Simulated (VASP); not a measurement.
Wanted: the native input for a VASP 6.6.1 run.

```yaml
Task: single point
Functional: r2SCAN
Potentials_or_basis: VASP PAW PBE potentials, release 64 (Hf_pv, O)
Cutoff: 520 eV
k_mesh: 8 × 8 × 8
Occupations: gaussian, width 0.05 eV
Spin: no spin polarisation
Dipole_correction: no
Further_INCAR_settings: ALGO = Normal; EDIFF = 1e-07; NBANDS = 18
```

The system is HfO2.

```
CELL_PARAMETERS angstrom
0.00000 2.38003 2.85604
2.38003 0.00000 2.85604
2.38003 2.38003 0.00000
ATOMIC_POSITIONS crystal
Hf 0.00000 0.00000 0.00000
O 0.25000 0.25000 0.25000
O 0.75000 0.75000 0.75000
```

This cell differs from its parent crystal: ratio of the length along z to the lengths across it x 1.2, volume and fractional coordinates fixed.

These files were run (other wordings do the same):

POSCAR

```
HfO2
1.0
    0.0000000000      2.3800316108      2.8560379329
    2.3800316108      0.0000000000      2.8560379329
    2.3800316108      2.3800316108      0.0000000000
Hf O
1 2
Direct
    0.0000000000      0.0000000000      0.0000000000
    0.2500000000      0.2500000000      0.2500000000
    0.7500000000      0.7500000000      0.7500000000
```

INCAR.step1

```
  PREC = Accurate
  ENCUT = 520
  ISMEAR = 0
  SIGMA = 0.05
  LREAL = F
  LASPH = T
  NELM = 60
  NBANDS = 18
  GGA = PE
  ALGO = Normal
  EDIFF = 1E-4
  LWAVE = T
  LCHARG = F
```

INCAR.step2

```
  PREC = Accurate
  ENCUT = 520
  EDIFF = 1E-7
  ISMEAR = 0
  SIGMA = 0.05
  LREAL = F
  LASPH = T
  NELM = 60
  ALGO = Normal
  ISIF = 2
  LWAVE = F
  LCHARG = T
  METAGGA = R2SCAN
  LMIXTAU = T
  LELF = T
  LVHAR = T
  NBANDS = 18
  ISTART = 1
```

KPOINTS

```
Automatic mesh
0
Gamma
  8 8 8
```

Potentials or basis: VASP PAW PBE potentials, release 64 (Hf_pv, O).

Run with:

```bash
$ cat potpaw_PBE.64/Hf_pv/POTCAR potpaw_PBE.64/O/POTCAR > POTCAR
$ cp INCAR.step1 INCAR
$ mpirun -np 1 vasp_std > vasp.out
$ cp INCAR.step2 INCAR
$ mpirun -np 1 vasp_std > vasp.out
```

It gave:

```json
{
  "Pressure": "-2.6 GPa",
  "Band gap on the k mesh": "1.35 eV, indirect (least direct gap 1.98 eV)"
}
```

Caveat: the PAW data sets were made with another functional, which shifts forces and pressure a little; spin-orbit coupling is left out, which moves the levels of the heavy elements.

It took 3.1 min on 1 thread of Intel(R) Xeon(R) Platinum 8488C (Sapphire Rapids) (shared host), peak memory 0.19 GiB.
